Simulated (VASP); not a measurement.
# BeB (P1) in VASP: further runs

The runs below take BeB through single point, with PBE.

Program: VASP 6.6.1. These are calculated values, not measurements. Logs are shortened: lines on timing, memory, paths and dates and some standing lists are left out, and cuts for length are marked.

### Step 1. The cell of the first run

The typed cell holds 2 atoms: a = 2.679 Å, b = 2.679 Å, c = 2.679 Å, α = 60.82°, β = 60.82°, γ = 60.82°.

### Step 2. Single point, PBE

The input, INCAR:

```
SYSTEM = BeB
  ALGO = Normal
  EDIFF = 1E-7
  ENCUT = 520
  GGA = PE
  ISIF = 2
  ISMEAR = 0
  LASPH = .TRUE.
  LCHARG = .FALSE.
  LREAL = .FALSE.
  LWAVE = .FALSE.
  NBANDS = 10
  NELM = 80
  PREC = Accurate
  SIGMA = 0.1
```

The input, KPOINTS:

```
k-points
0
G
  9 9 9
  0 0 0
```

The input, POSCAR:

```
BeB
1.0
    1.3560420100      0.7829112200      2.1738357700
   -1.3560420100      0.7829112200      2.1738357700
    0.0000000000     -1.5658224400      2.1738357700
Be B
1 1
Direct
    0.7553330000      0.7455960000      0.7543530000
   -0.0040400000      0.0291290000      0.0215100000
```

Potentials or basis: VASP PAW PBE potentials, release 64 (Be, B).

Run with:

```console
cat potpaw_PBE.64/Be/POTCAR potpaw_PBE.64/B/POTCAR > POTCAR
mpirun -np 1 vasp_std > vasp.out
```

OUTCAR:

```text
SYSTEM = BeB
   EDIFF = 1E-7
   ENCUT = 520
   GGA = PE
   ISIF = 2
   ISMEAR = 0
   LASPH = .TRUE.
   LREAL = .FALSE.
   NELM = 80
   PREC = Accurate

 ion  position               nearest neighbor table
   1  0.755  0.746  0.754-   2 1.59   2 1.62   2 1.68   2 1.72
   2  0.996  0.029  0.022-   1 1.59   1 1.62   1 1.68   1 1.72

  LATTYP: Found a trigonal (rhomboedric) cell.
 ALAT       =     2.6790598848
 COS(alpha) =     0.4875972628

  Lattice vectors:

 A1 = (   1.3560420100,   0.7829112200,   2.1738357700)
 A2 = (  -1.3560420100,   0.7829112200,   2.1738357700)
 A3 = (   0.0000000000,  -1.5658224400,   2.1738357700)

Analysis of symmetry for initial positions (statically):
=====================================================================
 Subroutine PRICEL returns:
 Original cell was already a primitive cell.

 Routine SETGRP: Setting up the symmetry group for a
 trigonal (rhombohedral) supercell.

 Subroutine GETGRP returns: Found  1 space group operations
 (whereof  1 operations were pure point group operations)
 out of a pool of 12 trial point group operations.

The static configuration has the point symmetry C_1 .

Analysis of symmetry for dynamics (positions and initial velocities):
=====================================================================
 Subroutine PRICEL returns:
 Original cell was already a primitive cell.

 Routine SETGRP: Setting up the symmetry group for a
 trigonal (rhombohedral) supercell.

 Subroutine GETGRP returns: Found  1 space group operations
 (whereof  1 operations were pure point group operations)
 out of a pool of 12 trial point group operations.

The dynamic configuration has the point symmetry C_1 .

 Subroutine INISYM returns: Found  1 space group operations
 (whereof  1 operations are pure point group operations),
 and found     1 'primitive' translations

----------------------------------------------------------------------------------------

                                     Primitive cell

  volume of cell :      13.8473

  direct lattice vectors                    reciprocal lattice vectors
     1.356042010  0.782911220  2.173835770     0.368720140  0.212880672  0.153338784
    -1.356042010  0.782911220  2.173835770    -0.368720140  0.212880672  0.153338784
     0.000000000 -1.565822440  2.173835770     0.000000000 -0.425761344  0.153338784

  length of vectors
     2.679059885  2.679059885  2.679059885     0.452532325  0.452532325  0.452532325

  position of ions in fractional coordinates (direct lattice)
     0.755333000  0.745596000  0.754353000
     0.995960000  0.029129000  0.021510000

  ion indices of the primitive-cell ions
   primitive index   ion index
                 1           1
                 2           2

----------------------------------------------------------------------------------------

 KPOINTS: k-points

Automatic generation of k-mesh.
 Grid dimensions read from file:
 generate k-points for:    9    9    9

 Generating k-lattice:

  Cartesian coordinates                     Fractional coordinates (reciprocal lattice)
     0.040968904  0.023653408  0.017037643     0.111111111  0.000000000  0.000000000
    -0.040968904  0.023653408  0.017037643     0.000000000  0.111111111  0.000000000
     0.000000000 -0.047306816  0.017037643     0.000000000  0.000000000  0.111111111

  Length of vectors
     0.050281369  0.050281369  0.050281369

  Shift w.r.t. Gamma in fractional coordinates (k-lattice)
     0.000000000  0.000000000  0.000000000

 Subroutine IBZKPT returns following result:
 ===========================================

 Found    365 irreducible k-points:

 Following reciprocal coordinates:
            Coordinates               Weight
  0.000000  0.000000  0.000000      1.000000
  0.111111  0.000000  0.000000      2.000000
  0.000000  0.111111  0.000000      2.000000
  0.000000  0.000000  0.111111      2.000000
  0.222222 -0.000000  0.000000      2.000000
 -0.000000  0.222222  0.000000      2.000000
[... 16 lines left out ...]
  0.333333  0.111111  0.000000      2.000000
 -0.333333  0.000000 -0.111111      2.000000
 [... further k-points ...]
   k-points           NKPTS =    365   k-points in BZ     NKDIM =    365   number of bands    NBANDS=     10
   number of dos      NEDOS =    301   number of ions     NIONS =      2
   total plane-waves  NPLWV =   8000
   dimension x,y,z NGX =    20 NGY =   20 NGZ =   20
   dimension x,y,z NGXF=    40 NGYF=   40 NGZF=   40
   ions per type =               1   1
   NGX,Y,Z   is equivalent  to a cutoff of  12.41, 12.41, 12.41 a.u.
   NGXF,Y,Z  is equivalent  to a cutoff of  24.82, 24.82, 24.82 a.u.
 SYSTEM =  BeB
   PREC   = accura    normal or accurate (medium, high low for compatibility)
   ISTART =      0    job   : 0-new  1-cont  2-samecut
   ICHARG =      2    charge: 1-file 2-atom 10-const
   ISPIN  =      1    spin polarized calculation?
   LNONCOLLINEAR =      F non collinear calculations
   LSORBIT =      F    spin-orbit coupling
   LASPH  =      T    aspherical Exc in radial PAW
   ENCUT  =  520.0 eV  38.22 Ry    6.18 a.u.   4.98  4.98  4.98*2*pi/ulx,y,z
   NELM   =     80;   NELMIN=  2; NELMDL= -5     # of ELM steps
   EDIFF  = 0.1E-06   stopping-criterion for ELM
   LREAL  =      F    real-space projection
   EDIFFG = 0.1E-05   stopping-criterion for IOM
   NSW    =      0    number of steps for IOM
   IBRION =     -1    ionic relax: 0-MD 1-quasi-New 2-CG
   NFREE  =      0    steps in history (QN), initial steepest desc. (CG)
   ISIF   =      2    stress and relaxation
   ISYM   =      2    0-nonsym 1-usesym 2-fastsym
   POTIM  = 0.5000    time-step for ionic-motion
   TEBEG  =    0.0;   TEEND  =   0.0 temperature during run
   PSTRESS=    0.0 pullay stress
   NELECT =       5.0000    total number of electrons
   NUPDOWN=      -1.0000    fix difference up-down
   EMIN   =  10.00;   EMAX   =-10.00  energy-range for DOS
   EFERMI =   0.00;   METHOD = LEGACY
   ISMEAR =     0;   SIGMA  =   0.10  broadening in eV -4-tet -1-fermi 0-gaus
   EFERMI_NEDOS =   21; number of points for ismear=-14 and -15
   IALGO  =     38    algorithm
   IMIX   =      4    mixing-type and parameters
     AMIX     =   0.40;   BMIX     =  1.00
     AMIX_MAG =   1.60;   BMIX_MAG =  1.00
  volume/ion in A,a.u.               =       6.92        46.72
  Fermi-wavevector in a.u.,A,eV,Ry     =   1.165763  2.202973 18.490365  1.359003
  Thomas-Fermi vector in A             =   2.302285
   LORBIT       =      0    0 simple, 1 ext, 2 COOP (PROOUT), +10 PAW based schemes
   GGA     = PE    functional components
   LHFCALC =     F    Hartree Fock is set to
   AEXX    =    0.0000 exact exchange contribution
   IVDW    =     0    specifies the selected vdW correction
   LEPSILON=     F    determine dielectric tensor
   LRPA    =     F    only Hartree local field effects (RPA)
 non-spin polarized calculation
 Gauss-broadening in eV      SIGMA  =   0.10
  energy-cutoff  :      520.00
  volume of cell :       13.85
 maximum number of plane-waves:       381
   NGX =  9   NGY =  9   NGZ =  9

 number of electron       5.0000000 magnetization

 Free energy of the ion-electron system (eV)
  ---------------------------------------------------
  ext. energy  EPLUGINS =         0.00000000
  ---------------------------------------------------
  free energy    TOTEN  =        -5.61973575 eV

  energy without entropy =       -5.61500069  energy(sigma->0) =       -5.61736822

 E-fermi :   6.0129     XC(G=0): -11.4682

 val. band max:        6.0010054289   @ k =  -0.3333   0.4444   0.3333
 cond. band min:       6.0163335771   @ k =   0.4444   0.2222   0.2222
 fundamental gap:      0.0153281482
 Fermi energy:         6.0129064629

 k-point     1 :       0.0000    0.0000    0.0000
  band No.  band energies     occupation
      1      -6.5792      2.00000
      2      10.7715      0.00000
      3      11.5391      0.00000
      4      12.4648      0.00000
      5      17.1378      0.00000
      6      17.3961      0.00000
      7      17.8002      0.00000
      8      26.2658      0.00000
      9      31.3246      0.00000
     10      31.3375      0.00000

 k-point     2 :       0.1111    0.0000    0.0000
  band No.  band energies     occupation
      1      -6.3019      2.00000
      2       9.8200      0.00000
      3      10.4260      0.00000
      4      11.8201      0.00000
      5      17.7016      0.00000
      6      18.3639      0.00000
      7      18.9285      0.00000
      8      26.0898      0.00000
      9      28.6110      0.00000
     10      28.7579      0.00000

 k-point     3 :       0.0000    0.1111    0.0000
  band No.  band energies     occupation
      1      -6.3050      2.00000
      2       9.3109      0.00000
      3      10.9777      0.00000
      4      11.8783      0.00000
      5      17.8668      0.00000
      6      18.0338      0.00000
      7      19.1315      0.00000
      8      26.1122      0.00000
      9      28.3769      0.00000
     10      28.5414      0.00000

 k-point     4 :       0.0000    0.0000    0.1111
  band No.  band energies     occupation
      1      -6.3038      2.00000
      2       9.4721      0.00000
      3      10.7736      0.00000
      4      11.8926      0.00000
      5      17.7854      0.00000
      6      18.0632      0.00000
      7      19.1612      0.00000
      8      26.0992      0.00000
      9      28.4573      0.00000
     10      28.6265      0.00000
[... 222 lines left out ...]
 k-point    22 :       0.0000   -0.1111   -0.2222
  band No.  band energies     occupation
      1      -5.5591      2.00000
      2       7.4508      0.00000
      3       9.6205      0.00000
      4      10.3703      0.00000
      5      17.6175      0.00000
      6      20.4443      0.00000
      7      20.8643      0.00000
      8      22.7990      0.00000
      9      28.3591      0.00000
     10      30.5640      0.00000

 k-point    23 :       0.3333    0.1111    0.0000
  band No.  band energies     occupation
      1      -4.3619      2.00000
      2       4.5699      2.00000
      3       8.6755      0.00000
      4       9.5779      0.00000
      5      18.0045      0.00000
      6      20.6388      0.00000
      7      20.9879      0.00000
      8      24.3747      0.00000
      9      28.4269      0.00000
     10      31.9121      0.00000

 k-point    24 :      -0.3333    0.0000   -0.1111
  band No.  band energies     occupation
      1      -4.3645      2.00000
      2       4.5818      2.00000
      3       8.5154      0.00000
      4       9.7605      0.00000
      5      17.7423      0.00000
      6      20.8811      0.00000
      7      21.3687      0.00000
      8      23.9956      0.00000
      9      28.2578      0.00000
     10      31.8649      0.00000

 [... further k-points ...]
[... 5 lines left out ...]
  --------------------------------------------------------------------------------------
  -------------------------------------------------------------------------------------
  Total        9.1165262      9.6329526      4.9668584     -1.6000810     -0.0559063     -0.8069676
  in kB     1054.8150692   1114.5674679    574.6834858   -185.1351561     -6.4685665    -93.3690756
  external PRESSURE =     914.6886743 kB  Pullay stress =       0.0000000 kB

 VOLUME and BASIS-vectors are now :
 -----------------------------------------------------------------------------
  energy-cutoff  :      520.00
  volume of cell :       13.85
      direct lattice vectors                 reciprocal lattice vectors
     1.356042010  0.782911220  2.173835770     0.368720140  0.212880672  0.153338784
    -1.356042010  0.782911220  2.173835770    -0.368720140  0.212880672  0.153338784
     0.000000000 -1.565822440  2.173835770     0.000000000 -0.425761344  0.153338784

 POSITION                                       TOTAL-FORCE (eV/Angst)
 -----------------------------------------------------------------------------------
      0.01320     -0.00609      4.90261        -1.303126     -0.016957      0.810112
      1.31106      0.76887      2.27513         1.303126      0.016957     -0.810112
 -----------------------------------------------------------------------------------
    total drift:                                0.000046     -0.000000     -0.000029

  FREE ENERGIE OF THE ION-ELECTRON SYSTEM (eV)
  ---------------------------------------------------
  free  energy   TOTEN  =        -5.6197357464 eV

  energy  without entropy=       -5.6150006887  energy(sigma->0) =       -5.61736822
```

It took 39 s on 1 thread of Intel Xeon Platinum 8375C at 2.90GHz (Ice Lake), shared host; peak memory 0.15 GiB.

Results:

- Free energy: -5.6197 eV
- Pressure: 91.5 GPa
- Largest force: 1.535 eV/Å

Forces in eV/Å, atoms in the order of the input:
```
Be  -1.303 -0.017  0.810
B    1.303  0.017 -0.810
```

Stress tensor (GPa, compression positive):
```
105.48 -18.51  -9.34
-18.51 111.46  -0.65
 -9.34  -0.65  57.47
```

Levels at points of the mesh, in eV from the Fermi level:
```
           k point  band 1  band 2  band 3  band 4  band 5
(0.00, 0.00, 0.00)  -12.59    4.76    5.53    6.45   11.12
```

Caveat: forces of over 1 eV/Å act on the atoms, so gaps and moduli don't describe the material at rest.

### Step 3. Single point, PBE

The input, INCAR:

```
PREC = Accurate
ENCUT = 520
EDIFF = 1E-7
ISMEAR = 0
SIGMA = 0.1
LREAL = False
LASPH = True
NELM = 60
ALGO = Normal
ISIF = 2
LWAVE = False
LCHARG = False
GGA = PE
NBANDS = 10
```

The input, KPOINTS:

```
regular mesh
0
Gamma
  9 9 9
```

POSCAR is that of step 2.

Potentials or basis: VASP PAW PBE potentials, release 64 (Be, B).

Run with:

```console
cat potpaw_PBE.64/Be/POTCAR potpaw_PBE.64/B/POTCAR > POTCAR
mpirun -np 1 vasp_std > vasp.out
```

Wall time 54 s (1 thread of Intel Xeon Platinum 8375C at 2.90GHz (Ice Lake), shared host); peak memory 0.15 GiB.

Results (log left out):

```
Free energy   : -5.6197 eV
Pressure      : 91.5 GPa
Largest force : 1.535 eV/Å
```

Forces in eV/Å, atoms in the order of the input:
```
Be  -1.303 -0.017  0.810
B    1.303  0.017 -0.810
```

Stress tensor (GPa, compression positive):
```
105.48 -18.51  -9.34
-18.51 111.46  -0.65
 -9.34  -0.65  57.47
```

Levels at points of the mesh, in eV from the Fermi level:
```tsv
k point	band 1	band 2	band 3	band 4	band 5
(0.00, 0.00, 0.00)	-12.59	4.76	5.53	6.45	11.12
```

Caveat: forces of over 1 eV/Å act on the atoms, so gaps and moduli don't describe the material at rest.
